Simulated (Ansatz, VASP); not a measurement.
**Y: VASP beside Ansatz**

Contents of INCAR:

```
SYSTEM = Y
PREC = Accurate
ENCUT = 520
EDIFF = 1E-6
ISMEAR = -1
SIGMA = 0.05
LREAL = .False.
LASPH = .True.
NELM = 60
ALGO = Normal
ISIF = 2
LWAVE = .False.
LCHARG = .True.
GGA = PE
LELF = .True.
LVHAR = .True.
NBANDS = 18
```

KPOINTS

```
regular mesh
0
Gamma
  8 8 8
  0 0 0
```

Contents of POSCAR:

```
Y
1.0
    0.0000000000      3.4531162769      3.4531162769
    3.4531162769      0.0000000000      3.4531162769
    3.4531162769      3.4531162769      0.0000000000
Y
2
Direct
   -0.1250000000     -0.1250000000     -0.1250000000
    0.1250000000      0.1250000000      0.1250000000
```

Input for Ansatz:

```yaml
crystal:
  lattice:
    - [0.0, 3.4531162769, 3.4531162769]
    - [3.4531162769, 0.0, 3.4531162769]
    - [3.4531162769, 3.4531162769, 0.0]
  atoms:
    - { symbol: "Y", position: [-0.125, -0.125, -0.125] }
    - { symbol: "Y", position: [0.125, 0.125, 0.125] }
kpoints:
  mp_grid: { grid: [8, 8, 8] }
scf:
  occupations: { method: fermi_dirac, width: 0.05 }
hamiltonian:
  xc: pbe
  pseudopotentials: { kind: all_electron, lapw: { basis_error: 0.001 } }
output:
  forces: true
  stress: true
  eigenvalues: true
  populations: true
```

Alike in both runs: task single point; functional PBE; k mesh 8 × 8 × 8; occupations fermi-dirac, width 0.05 eV; no spin polarisation.

|  | VASP | Ansatz |
| --- | --- | --- |
| version | VASP 6.6.1 | Ansatz 0.2.0 |
| potentials or method | VASP PAW PBE potentials, release 64 (Y_sv), cutoff 520 eV | all-electron LAPW, scalar-relativistic |

Ansatz gave:

- pressure (GPa): 0.8

What did VASP give for the same quantities?

Pressure (GPa): 0.9.

Ansatz ran all-electron here, and VASP with PAW potentials.
